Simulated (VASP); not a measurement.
Runs of VASP 6.6.1 on CdSe. The structure is that of space group P6_3mc (No. 186), or close to it. The cells are those of the table. 

```csv
task,level,potentials or basis,cell,k mesh,cutoff (eV),smearing,gap on the mesh (eV),pressure (GPa),relaxed volume (Å³/atom)
relaxation of cell and atoms,PBE,"VASP PAW PBE potentials, release 64 (Cd, Se)","relaxed from a = 4.185, b = 4.185, c = 6.834 Å, angles 90.0, 90.0, 120.0°, 4 atoms",6 × 6 × 4,600,fermi-dirac 0.02 eV,0.53,0.0,29.91
single point,PBE,"VASP PAW PBE potentials, release 64 (Cd, Se)","a = 4.341, b = 4.341, c = 7.077 Å, angles 90.0, 90.0, 120.0°, 4 atoms",12 × 12 × 4,520,fermi-dirac 0.02 eV,(a),1.7,-
single point,LDA,"VASP PAW LDA potentials, release 64 (Cd, Se)","a = 4.341, b = 4.341, c = 7.077 Å, angles 90.0, 90.0, 120.0°, 4 atoms",12 × 12 × 4,520,gaussian 0.01 eV,0.36,(b),-
relaxation of cell and atoms,LDA,"VASP PAW LDA potentials, release 64 (Cd, Se)","relaxed from a = 4.384, b = 4.384, c = 7.156 Å, angles 90.0, 90.0, 120.0°, 4 atoms",6 × 6 × 4,600,fermi-dirac 0.02 eV,(c),0.0,27.32
relaxation of cell and atoms,PBEsol,"VASP PAW PBE potentials, release 64 (Cd, Se)","relaxed from a = 4.384, b = 4.384, c = 7.156 Å, angles 90.0, 90.0, 120.0°, 4 atoms",6 × 6 × 4,600,fermi-dirac 0.02 eV,0.53,0.0,28.29
```

Alike in all rows: no spin polarisation.

**Question.** Fill in the values left out.

**Answer.** (a) 0.61; (b) -2.7; (c) 0.48.

Caveats: the volume moved by over 15 % at a fixed basis, so the end points are rough (at least some runs); the PAW data sets were made with another functional, which shifts forces and pressure a little (at least some runs).

A k mesh can miss the band edges, and the runs leave out spin-orbit coupling on Cd, Se.
